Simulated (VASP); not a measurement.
# MgCd2H4 (I4/mmm) in VASP: density of states with PBE

Aim: the density of states of MgCd2H4 with PBE.

Program: VASP 6.6.1. These are calculated values, not measurements. Logs are shortened: lines on timing, memory, paths and dates and some standing lists are left out, and cuts for length are marked.

**1. The cell of the first run**

Symmetry: I4/mmm, No. 139, tetragonal system. Conventional cell: a = 3.690 Å, b = 3.690 Å, c = 12.427 Å, α = 90.00°, β = 90.00°, γ = 90.00°. Within 2.4 Å of Mg (site symmetry 4/mmm) lie 6 H at 1.83 to 1.85 Å. Within 3.3 Å of Cd (site symmetry 4mm) lie 9 H at 2.54 to 2.61 Å and 4 Mg at 3.20 Å. H (site symmetry 4mm) has 1 Mg at 1.83 Å within 2.4 Å. Within 2.4 Å of H (site symmetry mmm) lie 2 Mg at 1.85 Å.

**2. Density of states, PBE**

Input file POSCAR:

```
MgCd2H4
1.0
    0.0000000000      3.6900510000      0.0000000000
    3.6900510000      0.0000000000      0.0000000000
    1.8450250000      1.8450250000     -6.2133670000
Mg Cd H
1 2 4
Direct
    0.0000000000      0.0000000000      0.0000000000
    0.3513000000      0.3513000000      0.2974000000
    0.6487000000      0.6487000000      0.7026000000
    0.1472000000      0.1472000000      0.7056000000
    0.8528000000      0.8528000000      0.2944000000
    0.5000000000      0.0000000000      0.0000000000
    0.0000000000      0.5000000000      0.0000000000
```

Input file INCAR.step1:

```
SYSTEM = MgCd2H4
PREC = Accurate
ENCUT = 520
EDIFF = 1E-6
ISMEAR = 1
SIGMA = 0.0917
LREAL = .FALSE.
LASPH = .TRUE.
NELM = 80
ALGO = Normal
ISIF = 2
LWAVE = .FALSE.
LCHARG = .TRUE.
GGA = PE
NBANDS = 24
```

Input file KPOINTS.step1:

```
Automatic mesh
0
G
  7 7 7
  0 0 0
```

Input file INCAR.step2:

```
SYSTEM = MgCd2H4
PREC = Accurate
ENCUT = 520
EDIFF = 1E-6
ISMEAR = -5
SIGMA = 0.0917
LREAL = .FALSE.
LASPH = .TRUE.
NELM = 80
ALGO = Normal
ISIF = 2
LWAVE = .FALSE.
LCHARG = .FALSE.
GGA = PE
LORBIT = 11
NBANDS = 24
NEDOS = 1001
ICHARG = 11
```

Input file KPOINTS.step2:

```
Automatic mesh
0
G
  11 11 11
  0 0 0
```

Potentials or basis: VASP PAW PBE potentials, release 64 (Mg, Cd, H).

Launch:

```
> cat potpaw_PBE.64/Mg/POTCAR potpaw_PBE.64/Cd/POTCAR potpaw_PBE.64/H/POTCAR > POTCAR
> cp INCAR.step1 INCAR
> cp KPOINTS.step1 KPOINTS
> mpirun -np 1 vasp_std > vasp.out
> cp INCAR.step2 INCAR
> cp KPOINTS.step2 KPOINTS
> mpirun -np 1 vasp_std > vasp.out
```

OUTCAR:

```text
SYSTEM = MgCd2H4
   PREC = Accurate
   ENCUT = 520
   EDIFF = 1E-6
   ISMEAR = -5
   LREAL = .FALSE.
   LASPH = .TRUE.
   NELM = 80
   ISIF = 2
   GGA = PE
   LORBIT = 11
   ICHARG = 11

 ion  position               nearest neighbor table
   1  0.000  0.000  0.000-   4 1.83   5 1.83   6 1.85   7 1.85   7 1.85   6 1.85   2 3.20   3 3.20
                             2 3.20   3 3.20   2 3.20   3 3.20   3 3.20   2 3.20
   2  0.351  0.351  0.297-   1 3.20   1 3.20   1 3.20   1 3.20   3 3.63   3 3.63   3 3.63   3 3.63
                             3 3.70
   3  0.649  0.649  0.703-   1 3.20   1 3.20   1 3.20   1 3.20   2 3.63   2 3.63   2 3.63   2 3.63
                             2 3.70
   4  0.147  0.147  0.706-   1 1.83
   5  0.853  0.853  0.294-   1 1.83
   6  0.500  0.000  0.000-   1 1.85   1 1.85
   7  0.000  0.500  0.000-   1 1.85   1 1.85

  LATTYP: Found a body centered tetragonal cell.
 ALAT       =     3.6900510000
 C/A-ratio  =     3.3676320463

  Lattice vectors:

 A1 = (  -1.8450250000,   1.8450260000,   6.2133670000)
 A2 = (   1.8450260000,  -1.8450250000,   6.2133670000)
 A3 = (   1.8450250000,   1.8450250000,  -6.2133670000)

Analysis of symmetry for initial positions (statically):
=====================================================================
 Subroutine PRICEL returns:
 Original cell was already a primitive cell.

 Routine SETGRP: Setting up the symmetry group for a
 body centered tetragonal supercell.

 Subroutine GETGRP returns: Found 16 space group operations
 (whereof 16 operations were pure point group operations)
 out of a pool of 16 trial point group operations.

The static configuration has the point symmetry D_4h.

Analysis of symmetry for dynamics (positions and initial velocities):
=====================================================================
 Subroutine PRICEL returns:
 Original cell was already a primitive cell.

 Routine SETGRP: Setting up the symmetry group for a
 body centered tetragonal supercell.

 Subroutine GETGRP returns: Found 16 space group operations
 (whereof 16 operations were pure point group operations)
 out of a pool of 16 trial point group operations.

The dynamic configuration has the point symmetry D_4h.

 Subroutine INISYM returns: Found 16 space group operations
 (whereof 16 operations are pure point group operations),
 and found     1 'primitive' translations

----------------------------------------------------------------------------------------

                                     Primitive cell

  volume of cell :      84.6042

  direct lattice vectors                    reciprocal lattice vectors
     0.000000000  3.690051000  0.000000000     0.000000000  0.270998965  0.080471645
     3.690051000  0.000000000  0.000000000     0.270998965  0.000000000  0.080471645
     1.845025000  1.845025000 -6.213367000     0.000000000  0.000000000 -0.160943334

  length of vectors
     3.690051000  3.690051000  6.739003189     0.282694401  0.282694401  0.160943334

  position of ions in fractional coordinates (direct lattice)
     0.000000000  0.000000000  0.000000000
     0.351300000  0.351300000  0.297400000
     0.648700000  0.648700000  0.702600000
     0.147200000  0.147200000  0.705600000
     0.852800000  0.852800000  0.294400000
     0.500000000  0.000000000  0.000000000
     0.000000000  0.500000000  0.000000000

  ion indices of the primitive-cell ions
   primitive index   ion index
                 1           1
                 2           2
                 3           3
                 4           4
                 5           5
                 6           6
                 7           7

----------------------------------------------------------------------------------------

 KPOINTS: Automatic mesh

Automatic generation of k-mesh.
 Grid dimensions read from file:
 generate k-points for:   11   11   11

 Generating k-lattice:

  Cartesian coordinates                     Fractional coordinates (reciprocal lattice)
     0.000000000  0.024636270  0.007315604     0.090909091  0.000000000  0.000000000
     0.024636270  0.000000000  0.007315604     0.000000000  0.090909091  0.000000000
     0.000000000  0.000000000 -0.014631212     0.000000000  0.000000000  0.090909091

  Length of vectors
     0.025699491  0.025699491  0.014631212

  Shift w.r.t. Gamma in fractional coordinates (k-lattice)
     0.000000000  0.000000000  0.000000000

 TETIRR: Found   3746 inequivalent tetrahedra from     7986

 Subroutine IBZKPT returns following result:
 ===========================================

 Found    126 irreducible k-points:

 Following reciprocal coordinates:
            Coordinates               Weight
  0.000000  0.000000  0.000000      1.000000
  0.090909  0.000000  0.000000      8.000000
  0.181818  0.000000  0.000000      8.000000
  0.272727  0.000000  0.000000      8.000000
  0.363636  0.000000  0.000000      8.000000
  0.454545  0.000000 -0.000000      8.000000
[... 16 lines left out ...]
 -0.272727  0.181818 -0.000000     16.000000
 -0.181818  0.181818  0.000000      4.000000
 [... further k-points ...]
   k-points           NKPTS =    126   k-points in BZ     NKDIM =    126   number of bands    NBANDS=     24
   number of dos      NEDOS =   1001   number of ions     NIONS =      7
   total plane-waves  NPLWV =  39200
   dimension x,y,z NGX =    28 NGY =   28 NGZ =   50
   dimension x,y,z NGXF=    56 NGYF=   56 NGZF=  100
   ions per type =               1   2   4
   NGX,Y,Z   is equivalent  to a cutoff of  12.61, 12.61, 12.33 a.u.
   NGXF,Y,Z  is equivalent  to a cutoff of  25.23, 25.23, 24.67 a.u.
 SYSTEM =  MgCd2H4
   PREC   = accura    normal or accurate (medium, high low for compatibility)
   ISTART =      0    job   : 0-new  1-cont  2-samecut
   ICHARG =     11    charge: 1-file 2-atom 10-const
   ISPIN  =      1    spin polarized calculation?
   LNONCOLLINEAR =      F non collinear calculations
   LSORBIT =      F    spin-orbit coupling
   LASPH  =      T    aspherical Exc in radial PAW
   ENCUT  =  520.0 eV  38.22 Ry    6.18 a.u.   6.86  6.86 12.53*2*pi/ulx,y,z
   NELM   =     80;   NELMIN=  2; NELMDL=  0     # of ELM steps
   EDIFF  = 0.1E-05   stopping-criterion for ELM
   LREAL  =      F    real-space projection
   EDIFFG = 0.1E-04   stopping-criterion for IOM
   NSW    =      0    number of steps for IOM
   IBRION =     -1    ionic relax: 0-MD 1-quasi-New 2-CG
   NFREE  =      0    steps in history (QN), initial steepest desc. (CG)
   ISIF   =      2    stress and relaxation
   ISYM   =      2    0-nonsym 1-usesym 2-fastsym
   POTIM  = 0.5000    time-step for ionic-motion
   TEBEG  =    0.0;   TEEND  =   0.0 temperature during run
   PSTRESS=    0.0 pullay stress
   NELECT =      30.0000    total number of electrons
   NUPDOWN=      -1.0000    fix difference up-down
   EMIN   =  10.00;   EMAX   =-10.00  energy-range for DOS
   EFERMI =   0.00;   METHOD = LEGACY
   ISMEAR =    -5;   SIGMA  =   0.09  broadening in eV -4-tet -1-fermi 0-gaus
   EFERMI_NEDOS =   21; number of points for ismear=-14 and -15
   IALGO  =     38    algorithm
   IMIX   =      4    mixing-type and parameters
     AMIX     =   0.40;   BMIX     =  1.00
     AMIX_MAG =   1.60;   BMIX_MAG =  1.00
  volume/ion in A,a.u.               =      12.09        81.56
  Fermi-wavevector in a.u.,A,eV,Ry     =   1.158736  2.189694 18.268137  1.342670
  Thomas-Fermi vector in A             =   2.295336
   LORBIT       =     11    0 simple, 1 ext, 2 COOP (PROOUT), +10 PAW based schemes
   GGA     = PE    functional components
   LHFCALC =     F    Hartree Fock is set to
   AEXX    =    0.0000 exact exchange contribution
   IVDW    =     0    specifies the selected vdW correction
   LEPSILON=     F    determine dielectric tensor
   LRPA    =     F    only Hartree local field effects (RPA)
 non-spin polarized calculation
 Fermi weights with tetrahedron method with Bloechl corrections
  energy-cutoff  :      520.00
  volume of cell :       84.60
 maximum number of plane-waves:      2295

 number of electron      30.0000004 magnetization

 Free energy of the ion-electron system (eV)
  ---------------------------------------------------
  ext. energy  EPLUGINS =         0.00000000
  ---------------------------------------------------
  free energy    TOTEN  =       -13.57008760 eV

  energy without entropy =      -13.57008760  energy(sigma->0) =      -13.57008760

 E-fermi :   1.8164     XC(G=0):  -9.7970

 val. band max:        1.8887628837   @ k =  -0.1818   0.1818   0.0000
 cond. band min:       1.7759239155   @ k =   0.2727   0.1818   0.0909
 fundamental gap:     -0.1128389682
 Fermi energy:         1.8163671757

 k-point     1 :       0.0000    0.0000    0.0000
  band No.  band energies     occupation
      1      -7.2741      2.00000
      2      -6.9758      2.00000
      3      -6.8691      2.00000
      4      -6.8087      2.00000
      5      -6.7134      2.00000
      6      -6.6306      2.00000
[... 16 lines left out ...]
     23      10.1775      0.00000
     24      13.3312      0.00000

 k-point     2 :       0.0909    0.0000    0.0000
  band No.  band energies     occupation
      1      -7.1937      2.00000
      2      -6.9536      2.00000
      3      -6.8552      2.00000
      4      -6.7988      2.00000
      5      -6.6996      2.00000
      6      -6.6381      2.00000
[... 16 lines left out ...]
     23      10.8335      0.00000
     24      12.3081      0.00000
[... 565 lines left out ...]
     23      10.3418      0.00000
     24      11.6033      0.00000

 k-point    24 :      -0.1818    0.1818    0.0000
  band No.  band energies     occupation
      1      -6.9593      2.00000
      2      -6.8337      2.00000
      3      -6.7591      2.00000
      4      -6.7493      2.00000
      5      -6.6783      2.00000
      6      -6.6630      2.00000
[... 16 lines left out ...]
     23      10.8132      0.00000
     24      11.4825      0.00000

 [... further k-points ...]

------------------------ aborting loop because EDIFF is reached ----------------------------------------

  FORCE on cell =-STRESS in cart. coord.  units (eV):
  Direction    XX          YY          ZZ          XY          YZ          ZX
  --------------------------------------------------------------------------------------
  -------------------------------------------------------------------------------------
  Total        1.3042651      1.3042651      2.3024896      0.0000000      0.0000002      0.0000002
  in kB       24.6993036     24.6993036     43.6030153      0.0000000      0.0000035      0.0000035
  external PRESSURE =      31.0005408 kB  Pullay stress =       0.0000000 kB

 VOLUME and BASIS-vectors are now :
 -----------------------------------------------------------------------------
  energy-cutoff  :      520.00
  volume of cell :       84.60
      direct lattice vectors                 reciprocal lattice vectors
     0.000000000  3.690051000  0.000000000     0.000000000  0.270998965  0.080471645
     3.690051000  0.000000000  0.000000000     0.270998965  0.000000000  0.080471645
     1.845025000  1.845025000 -6.213367000     0.000000000  0.000000000 -0.160943334

 POSITION                                       TOTAL-FORCE (eV/Angst)
 -----------------------------------------------------------------------------------
      0.00000      0.00000      0.00000        -0.000000     -0.000000      0.000000
      1.84503      1.84503     -1.84786        -0.000000     -0.000000     -0.126656
      3.69005      3.69005     -4.36551         0.000000      0.000000      0.126656
      1.84503      1.84503     -4.38415         0.000000      0.000000      1.079928
      3.69005      3.69005     -1.82922        -0.000000     -0.000000     -1.079928
      0.00000      1.84503      0.00000         0.000000      0.000000      0.000000
      1.84503      0.00000      0.00000        -0.000000      0.000000      0.000000
 -----------------------------------------------------------------------------------
    total drift:                               -0.000000      0.000000     -0.000000

  FREE ENERGIE OF THE ION-ELECTRON SYSTEM (eV)
  ---------------------------------------------------
  free  energy   TOTEN  =       -13.5700875983 eV

  energy  without entropy=      -13.5700875983  energy(sigma->0) =      -13.57008760

 total charge

# of ion       s       p       d       tot
------------------------------------------
    1        0.174   0.186   0.063   0.423
    2        0.549   0.137   9.545  10.231
    3        0.549   0.137   9.545  10.231
    4        0.490   0.006   0.000   0.496
    5        0.490   0.006   0.000   0.496
    6        0.540   0.006   0.000   0.546
    7        0.540   0.006   0.000   0.546
--------------------------------------------------
tot          3.331   0.485  19.152  22.968
```

Run time: 2.4 min. Hardware: 1 thread of Intel Xeon 6975P-C, shared host; peak memory 0.36 GiB.

Results:

- Valence electrons inside the program's atomic spheres: Mg 0.42; Cd 10.23; H 0.50, 0.55

Caveat: tetrahedron occupations give inexact forces and stress in metals.
